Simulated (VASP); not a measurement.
Write the native input for VASP 6.6.1 that does the following.

```yaml
Task: single point
Functional: r2SCAN
Potentials_or_basis: VASP PAW PBE potentials, release 64 (Zr_sv, Cu)
Cutoff: 520 eV
k_mesh: 10 × 10 × 10
Occupations: fermi-dirac, width 0.1 eV
Spin: no spin polarisation
Dipole_correction: no
Further_INCAR_settings: ALGO = Normal; EDIFF = 1e-06; NBANDS = 18
```

The system is ZrCu.

```xyz
2
Lattice="3.2558 0.0000 0.0000 0.0000 3.2558 0.0000 0.0000 0.0000 3.2558" Properties=species:S:1:pos:R:3 pbc="T T T"
Zr    1.6279    1.6279    1.6279
Cu    0.0000    0.0000    0.0000
```

The input as run:

POSCAR

```
ZrCu
1.0
    3.2557853007      0.0000000000      0.0000000000
    0.0000000000      3.2557853007      0.0000000000
    0.0000000000      0.0000000000      3.2557853007
Zr Cu
1 1
Direct
    0.5000000000      0.5000000000      0.5000000000
    0.0000000000      0.0000000000      0.0000000000
```

INCAR.step1

```
ALGO = Normal ; EDIFF = 1E-4
ENCUT = 520 ; GGA = PE
ISMEAR = -1 ; LASPH = T
LCHARG = F ; LREAL = F
LWAVE = T ; NBANDS = 18
NELM = 60 ; PREC = Accurate
SIGMA = 0.1
```

INCAR.step2

```
ALGO = Normal ; EDIFF = 1E-6
ENCUT = 520 ; ISIF = 2
ISMEAR = -1 ; ISTART = 1
LASPH = T ; LCHARG = F
LMIXTAU = T ; LREAL = F
LWAVE = F ; METAGGA = R2SCAN
NBANDS = 18 ; NELM = 60
PREC = Accurate ; SIGMA = 0.1
```

KPOINTS

```
k-points
0
Gamma
  10 10 10
```

Potentials or basis: VASP PAW PBE potentials, release 64 (Zr_sv, Cu).

The run is started by

```bash
$ cat potpaw_PBE.64/Zr_sv/POTCAR potpaw_PBE.64/Cu/POTCAR > POTCAR
$ cp INCAR.step1 INCAR
$ mpirun -np 1 vasp_std > vasp.out
$ cp INCAR.step2 INCAR
$ mpirun -np 1 vasp_std > vasp.out
```

Results of the run:

* Pressure: 0.0 GPa

Caveat: the PAW data sets were made with another functional, which shifts forces and pressure a little.

Run time: 31 s on 1 thread of Intel(R) Xeon(R) 6975P-C (Granite Rapids), with other jobs on the host, peak memory 0.17 GiB.
